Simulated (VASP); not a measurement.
# MnS (Fm-3m) in VASP: further runs

MnS is run at these levels: PBE+U; tasks: relaxation of cell and atoms.

Everything below comes from runs of VASP 6.6.1. Logs are shortened: lines on timing, memory, paths and dates and some standing lists are left out, and cuts for length are marked.

## Step 1: The cell of the first run

The structure is cubic, space group Fm-3m (No. 225). The conventional cell has a = 5.209 Å, b = 5.209 Å, c = 5.209 Å, α = 90.00°, β = 90.00°, γ = 90.00°. Within 3.4 Å of Mn (site symmetry m-3m) lie 6 S at 2.60 Å. Within 3.4 Å of S (site symmetry m-3m) lie 6 Mn at 2.60 Å.

## Step 2: Relaxation of cell and atoms, PBE+U, collinear spin, ferromagnetic start, target pressure 2 GPa, at which the enthalpy is minimised

Contents of INCAR:

```
SYSTEM = MnS
ALGO = Normal ; EDIFF = 1E-7
EDIFFG = -0.01 ; ENCUT = 600
GGA = PE ; IBRION = 2
ISIF = 3 ; ISMEAR = -1
ISPIN = 2 ; LASPH = .TRUE.
LCHARG = .FALSE. ; LDAU = .TRUE.
LDAUJ = 0.9 0 ; LDAUL = 2 -1
LDAUPRINT = 1 ; LDAUTYPE = 1
LDAUU = 4.4 0 ; LMAXMIX = 4
LORBIT = 11 ; LREAL = .FALSE.
LWAVE = .FALSE. ; MAGMOM = 2.8 0
NELM = 150 ; NSW = 80
PREC = Accurate ; PSTRESS = 20.0
SIGMA = 0.1
```

Contents of KPOINTS:

```
k-points
0
G
  11 11 11
  0 0 0
```

Contents of POSCAR:

```
MnS
1.0
    0.0000000000      2.6045000000      2.6045000000
    2.6045000000      0.0000000000      2.6045000000
    2.6045000000      2.6045000000      0.0000000000
Mn S
1 1
Direct
    0.0000000000      0.0000000000      0.0000000000
    0.5000000000      0.5000000000      0.5000000000
```

Potentials or basis: VASP PAW PBE potentials, release 64 (Mn_pv, S).

The run is started by

```console
$ cat potpaw_PBE.64/Mn_pv/POTCAR potpaw_PBE.64/S/POTCAR > POTCAR
$ mpirun -np 1 vasp_std > vasp.out
```

OUTCAR:

```text
SYSTEM = MnS
   EDIFF = 1E-7
   EDIFFG = -0.01
   ENCUT = 600
   GGA = PE
   IBRION = 2
   ISIF = 3
   ISMEAR = -1
   ISPIN = 2
   LASPH = .TRUE.
   LORBIT = 11
   LREAL = .FALSE.
   NELM = 150
   NSW = 80
   PREC = Accurate
   PSTRESS = 20.0

 ion  position               nearest neighbor table
   1  0.000  0.000  0.000-   2 2.60   2 2.60   2 2.60   2 2.60   2 2.60   2 2.60
   2  0.500  0.500  0.500-   1 2.60   1 2.60   1 2.60   1 2.60   1 2.60   1 2.60

  LATTYP: Found a face centered cubic cell.
 ALAT       =     5.2090000000

  Lattice vectors:

 A1 = (   0.0000000000,   2.6045000000,   2.6045000000)
 A2 = (   2.6045000000,   0.0000000000,   2.6045000000)
 A3 = (   2.6045000000,   2.6045000000,   0.0000000000)

Analysis of symmetry for initial positions (statically):
=====================================================================
 Subroutine PRICEL returns:
 Original cell was already a primitive cell.

 Routine SETGRP: Setting up the symmetry group for a
 face centered cubic supercell.

 Subroutine GETGRP returns: Found 48 space group operations
 (whereof 48 operations were pure point group operations)
 out of a pool of 48 trial point group operations.

The static configuration has the point symmetry O_h .

Analysis of symmetry for dynamics (positions and initial velocities):
=====================================================================
 Subroutine PRICEL returns:
 Original cell was already a primitive cell.

 Routine SETGRP: Setting up the symmetry group for a
 face centered cubic supercell.

 Subroutine GETGRP returns: Found 48 space group operations
 (whereof 48 operations were pure point group operations)
 out of a pool of 48 trial point group operations.

The dynamic configuration has the point symmetry O_h .

Analysis of structural, dynamic, and magnetic symmetry:
=====================================================================
 Subroutine PRICEL returns:
 Original cell was already a primitive cell.

 Routine SETGRP: Setting up the symmetry group for a
 face centered cubic supercell.

 Subroutine GETGRP returns: Found 48 space group operations
 (whereof 48 operations were pure point group operations)
 out of a pool of 48 trial point group operations.

The overall configuration has the point symmetry O_h .

 Subroutine INISYM returns: Found 48 space group operations
 (whereof 48 operations are pure point group operations),
 and found     1 'primitive' translations

----------------------------------------------------------------------------------------

                                     Primitive cell

  volume of cell :      35.3348

  direct lattice vectors                    reciprocal lattice vectors
     0.000000000  2.604500000  2.604500000    -0.191975427  0.191975427  0.191975427
     2.604500000  0.000000000  2.604500000     0.191975427 -0.191975427  0.191975427
     2.604500000  2.604500000  0.000000000     0.191975427  0.191975427 -0.191975427

  length of vectors
     3.683319223  3.683319223  3.683319223     0.332511194  0.332511194  0.332511194

  position of ions in fractional coordinates (direct lattice)
     0.000000000  0.000000000  0.000000000
     0.500000000  0.500000000  0.500000000

  ion indices of the primitive-cell ions
   primitive index   ion index
                 1           1
                 2           2

----------------------------------------------------------------------------------------

 KPOINTS: k-points
[... 63 lines left out ...]
   LNONCOLLINEAR =      F non collinear calculations
   LSORBIT =      F    spin-orbit coupling
   LASPH  =      T    aspherical Exc in radial PAW
   ENCUT  =  600.0 eV  44.10 Ry    6.64 a.u.   7.36  7.36  7.36*2*pi/ulx,y,z
   NELM   =    150;   NELMIN=  2; NELMDL= -5     # of ELM steps
   EDIFF  = 0.1E-06   stopping-criterion for ELM
   LREAL  =      F    real-space projection
   EDIFFG = -.1E-01   stopping-criterion for IOM
   NSW    =     80    number of steps for IOM
   IBRION =      2    ionic relax: 0-MD 1-quasi-New 2-CG
   NFREE  =      1    steps in history (QN), initial steepest desc. (CG)
   ISIF   =      3    stress and relaxation
   ISYM   =      2    0-nonsym 1-usesym 2-fastsym
   POTIM  = 0.5000    time-step for ionic-motion
   TEBEG  =    0.0;   TEEND  =   0.0 temperature during run
   PSTRESS=   20.0 pullay stress
   NELECT =      19.0000    total number of electrons
   NUPDOWN=      -1.0000    fix difference up-down
   EMIN   =  10.00;   EMAX   =-10.00  energy-range for DOS
   EFERMI =   0.00;   METHOD = LEGACY
   ISMEAR =    -1;   SIGMA  =   0.10  broadening in eV -4-tet -1-fermi 0-gaus
   EFERMI_NEDOS =   21; number of points for ismear=-14 and -15
   IALGO  =     38    algorithm
   IMIX   =      4    mixing-type and parameters
     AMIX     =   0.40;   BMIX     =  1.00
     AMIX_MAG =   1.60;   BMIX_MAG =  1.00
  volume/ion in A,a.u.               =      17.67       119.23
  Fermi-wavevector in a.u.,A,eV,Ry     =   1.331246  2.515690 24.112464  1.772216
  Thomas-Fermi vector in A             =   2.460272
   LORBIT       =     11    0 simple, 1 ext, 2 COOP (PROOUT), +10 PAW based schemes
 LDA+U is selected, type is set to LDAUTYPE =  1
   angular momentum for each species LDAUL =     2   -1
   U (eV)           for each species LDAUU =   4.4  0.0
   J (eV)           for each species LDAUJ =   0.9  0.0
   GGA     = PE    functional components
   LHFCALC =     F    Hartree Fock is set to
   AEXX    =    0.0000 exact exchange contribution
   IVDW    =     0    specifies the selected vdW correction
   LEPSILON=     F    determine dielectric tensor
   LRPA    =     F    only Hartree local field effects (RPA)
 conjugate gradient relaxation of ions
 spin polarized calculation
  energy-cutoff  :      600.00
  volume of cell :       35.33
 maximum number of plane-waves:      1243
 NGX is ok and might be reduce to    30
   NGX = 15   NGY = 15   NGZ = 15

--------------------------------------- Ionic step        1  -------------------------------------------

 number of electron      19.0000008 magnetization       4.9958569

 Free energy of the ion-electron system (eV)
  ---------------------------------------------------
  ext. energy  EPLUGINS =         0.00000000
  ---------------------------------------------------
  free energy    TOTEN  =       -13.06336043 eV

  energy without entropy =      -13.06163156  energy(sigma->0) =      -13.06249600

------------------------ aborting loop because EDIFF is reached ----------------------------------------

  FORCE on cell =-STRESS in cart. coord.  units (eV):
  Direction    XX          YY          ZZ          XY          YZ          ZX
  --------------------------------------------------------------------------------------
  -------------------------------------------------------------------------------------
  Total        0.8465046      0.8465046      0.8465046      0.0000000      0.0000000     -0.0000000
  in kB       38.3828151     38.3828151     38.3828151      0.0000000      0.0000000     -0.0000000
  external PRESSURE =      18.3828151 kB  Pullay stress =      20.0000000 kB
[... 59 lines left out ...]
  energy  without entropy=      -13.0789104953  energy(sigma->0) =      -13.07936642

  enthalpy is  TOTEN    =       -12.6256697146 eV   P V=        0.4541526215

atom =   1  type =  1  l = 2

 onsite density matrix

spin component  1

  0.9326  0.0000 -0.0000  0.0000 -0.0000
  0.0000  0.9326 -0.0000 -0.0000 -0.0000
 -0.0000 -0.0000  0.9533  0.0000 -0.0000
  0.0000 -0.0000  0.0000  0.9326 -0.0000
 -0.0000 -0.0000 -0.0000 -0.0000  0.9533

spin component  2

  0.0151  0.0000  0.0000  0.0000  0.0000
  0.0000  0.0151  0.0000 -0.0000  0.0000
  0.0000  0.0000  0.0776  0.0000  0.0000
  0.0000 -0.0000  0.0000  0.0151  0.0000
  0.0000  0.0000  0.0000  0.0000  0.0776

 occupancies and eigenvectors

  o =  0.0151  v =  0.0000  0.0000  0.0000  0.0000  0.0000  0.0017 -0.0071 -0.0000 -1.0000  0.0000      0.0000  0.0000  0.0000  0.0000  0.0000  0.0000  0.0000  0.0000  0.0000  0.0000
  o =  0.0151  v =  0.0000  0.0000  0.0000  0.0000  0.0000  1.0000 -0.0039 -0.0000  0.0017 -0.0000      0.0000  0.0000  0.0000  0.0000  0.0000  0.0000  0.0000  0.0000  0.0000  0.0000
  o =  0.0151  v =  0.0000  0.0000  0.0000  0.0000  0.0000  0.0039  1.0000 -0.0000 -0.0071  0.0000      0.0000  0.0000  0.0000  0.0000  0.0000  0.0000  0.0000  0.0000  0.0000  0.0000
  o =  0.0776  v =  0.0000  0.0000  0.0000  0.0000  0.0000 -0.0000  0.0000  0.0232 -0.0000 -0.9997      0.0000  0.0000  0.0000  0.0000  0.0000  0.0000  0.0000  0.0000  0.0000  0.0000
  o =  0.0776  v =  0.0000  0.0000  0.0000  0.0000  0.0000  0.0000 -0.0000  0.9997  0.0000  0.0232      0.0000  0.0000  0.0000  0.0000  0.0000  0.0000  0.0000  0.0000  0.0000  0.0000
  o =  0.9326  v =  0.0000 -0.9988 -0.0000  0.0496 -0.0000  0.0000  0.0000  0.0000  0.0000  0.0000      0.0000  0.0000  0.0000  0.0000  0.0000  0.0000  0.0000  0.0000  0.0000  0.0000
  o =  0.9326  v =  0.0000 -0.0496  0.0000 -0.9988 -0.0000  0.0000  0.0000  0.0000  0.0000  0.0000      0.0000  0.0000  0.0000  0.0000  0.0000  0.0000  0.0000  0.0000  0.0000  0.0000
  o =  0.9326  v =  1.0000  0.0000  0.0000  0.0000  0.0000  0.0000  0.0000  0.0000  0.0000  0.0000      0.0000  0.0000  0.0000  0.0000  0.0000  0.0000  0.0000  0.0000  0.0000  0.0000
  o =  0.9533  v =  0.0000  0.0000 -0.9993 -0.0000  0.0378  0.0000  0.0000  0.0000  0.0000  0.0000      0.0000  0.0000  0.0000  0.0000  0.0000  0.0000  0.0000  0.0000  0.0000  0.0000
  o =  0.9533  v =  0.0000 -0.0000  0.0378 -0.0000  0.9993  0.0000  0.0000  0.0000  0.0000  0.0000      0.0000  0.0000  0.0000  0.0000  0.0000  0.0000  0.0000  0.0000  0.0000  0.0000

--------------------------------------- Ionic step        3  -------------------------------------------

 number of electron      18.9999996 magnetization       4.9977110

 Free energy of the ion-electron system (eV)
  ---------------------------------------------------
  ext. energy  EPLUGINS =         0.00000000
  ---------------------------------------------------
  free energy    TOTEN  =       -13.07660695 eV

  energy without entropy =      -13.07550127  energy(sigma->0) =      -13.07605411

 E-fermi :   6.5767     XC(G=0): -10.5031

 val. band max:        6.1822679028   @ k =  -0.3636   0.0909   0.0000
 cond. band min:       6.7534237109   @ k =   0.4545   0.4545   0.0000
 fundamental gap:      0.5711558081
 Fermi energy:         6.5766909772

 spin component 1

 k-point     1 :       0.0000    0.0000    0.0000
  band No.  band energies     occupation
      1     -44.5043      1.00000
      2     -44.5043      1.00000
      3     -44.5043      1.00000
      4      -7.8430      1.00000
      5       1.5092      1.00000
      6       1.5092      1.00000
      7       1.5092      1.00000
      8       1.5376      1.00000
      9       1.5376      1.00000
     10       4.7690      1.00000
     11       4.7690      1.00000
     12       4.7690      1.00000
[... 838 lines left out ...]
  energy  without entropy=      -13.0755012736  energy(sigma->0) =      -13.07605411

  enthalpy is  TOTEN    =       -12.6263923920 eV   P V=        0.4502145562

 reached required accuracy - stopping structural energy minimisation

 total charge

# of ion       s       p       d       tot
------------------------------------------
    1        0.215   6.164   4.888  11.267
    2        1.321   2.452   0.000   3.773
--------------------------------------------------
tot          1.536   8.615   4.888  15.040

 magnetization (x)

# of ion       s       p       d       tot
------------------------------------------
    1        0.049   0.037   4.494   4.580
    2        0.021   0.068   0.000   0.089
--------------------------------------------------
tot          0.070   0.105   4.494   4.669
```

Wall time 76 s (1 thread of Intel Xeon 6975P-C (Granite Rapids), shared host); peak memory 0.23 GiB.

What came out:

* Free energy: -13.0766 eV
* Relaxed volume: 18.03 Å³/atom
* Relaxed cell: a = 3.709 Å, b = 3.709 Å, c = 3.709 Å, α = 60.00°, β = 60.00°, γ = 60.00°
* Space group after relaxing (to 0.1 Å): Fm-3m (No. 225)
* Energy change on relaxing (the run minimises the enthalpy): -6.6 meV/atom
* Ionic steps: 3
* Pressure after relaxing: 2.0 GPa
* Band gap on the k mesh: 0.57 eV (least direct gap 2.47 eV)
* Net moment: 5.00 μB per cell
* Site moments: Mn +4.58; S +0.09 μB
* Valence electrons inside the program's atomic spheres: Mn 11.27; S 3.77

Step by step:
| step | energy change (eV) | largest force (eV/Å) | pressure (GPa) | volume (Å³) |
| --- | --- | --- | --- | --- |
| 1 | 0.0000 | 0.0000 | 3.84 | 35.33 |
| 2 | -0.0165 | 0.0000 | 1.27 | 36.38 |
| 3 | -0.0132 | 0.0000 | 2.01 | 36.07 |

Final structure:
```cif
data_structure
_symmetry_space_group_name_H-M 'P 1'
_symmetry_Int_Tables_number 1
_cell_length_a 3.7086
_cell_length_b 3.7086
_cell_length_c 3.7086
_cell_angle_alpha 60.000
_cell_angle_beta 60.000
_cell_angle_gamma 60.000
_cell_volume 36.07
loop_
_atom_site_label
_atom_site_type_symbol
_atom_site_fract_x
_atom_site_fract_y
_atom_site_fract_z
_atom_site_occupancy
Mn1 Mn 0.00000 0.00000 0.00000 1
S1 S 0.50000 0.50000 0.50000 1
```

Levels at points of the mesh, in eV from the valence-band top:
Spin up:
| k point | band 9 | band 10 | band 11 | band 12 | band 13 | band 14 |
| --- | --- | --- | --- | --- | --- | --- |
| (0.00, 0.00, 0.00) | -4.64 | -1.41 | -1.41 | -1.41 | 1.87 | 8.56 |
Spin down:
```tsv
k point	band 3	band 4	band 5	band 6	band 7	band 8	band 9	band 10	band 11	band 12
(0.00, 0.00, 0.00)	-45.80	-13.75	-1.23	-1.23	-1.23	1.93	1.93	1.96	1.96	1.96
```

Eigenvalues of the final occupation matrices:
| site | spin | trace | eigenvalues |
| --- | --- | --- | --- |
| site 1 d | 1 | 4.70 | 0.93 0.93 0.93 0.95 0.95 |
| site 1 d | 2 | 0.20 | 0.02 0.02 0.02 0.08 0.08 |

Caveat: the cell is relaxed towards a set pressure, so the run minimises the enthalpy, not the energy; an odd mesh through Γ misses points on the zone boundary, where band edges can lie; a cell with one magnetic atom can't hold antiferromagnetic order, which such compounds often take.

[end of part 1 of 2]
